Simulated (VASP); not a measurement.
Wanted: the native input for a VASP 6.6.1 run.

```
Task                   : single point
Functional             : PBE
Potentials or basis    : VASP PAW PBE potentials, release 64 (Hf_pv, O)
Cutoff                 : 520 eV
k mesh                 : 8 × 8 × 8
Occupations            : fermi-dirac, width 0.02 eV
Spin                   : no spin polarisation
Dipole correction      : no
Further INCAR settings : ALGO = Normal; EDIFF = 1e-06; NBANDS = 18
```

The structure of HfO2 lies in POSCAR:

```
HfO2
1.0
    0.0000000000      2.6303496121      2.4983374093
    2.6303496121      0.0000000000      2.4983374093
    2.6303496121      2.6303496121      0.0000000000
Hf O
1 2
Direct
    0.0000000000      0.0000000000      0.0000000000
    0.2500000000      0.2500000000      0.2500000000
    0.7500000000      0.7500000000      0.7500000000
```

This cell differs from its parent crystal: epitaxial xy strain +4.0%.

These files were run (other wordings do the same):

INCAR

```
ALGO = Normal
EDIFF = 1E-6
ENCUT = 520
GGA = PE
ISIF = 2
ISMEAR = -1
LASPH = True
LCHARG = True
LELF = True
LREAL = False
LVHAR = True
LWAVE = False
NBANDS = 18
NELM = 100
PREC = Accurate
SIGMA = 0.02
```

KPOINTS

```
k-points
0
Gamma
  8 8 8
```

Potentials or basis: VASP PAW PBE potentials, release 64 (Hf_pv, O).

The run is started by

```console
$ cat potpaw_PBE.64/Hf_pv/POTCAR potpaw_PBE.64/O/POTCAR > POTCAR
$ mpirun -np 1 vasp_std > vasp.out
```

Results of the run:

```json
{
  "Pressure": "-12.8 GPa",
  "Band gap on the k mesh": "3.10 eV, indirect (least direct gap 3.22 eV)"
}
```

Caveat: the cell differs from its parent crystal (epitaxial xy strain +4.0%); spin-orbit coupling is left out, which moves the levels of the heavy elements.

It took 26 s on 1 thread of Intel(R) Xeon(R) Platinum 8375C CPU @ 2.90GHz (Ice Lake), with other jobs on the host, peak memory 0.18 GiB.
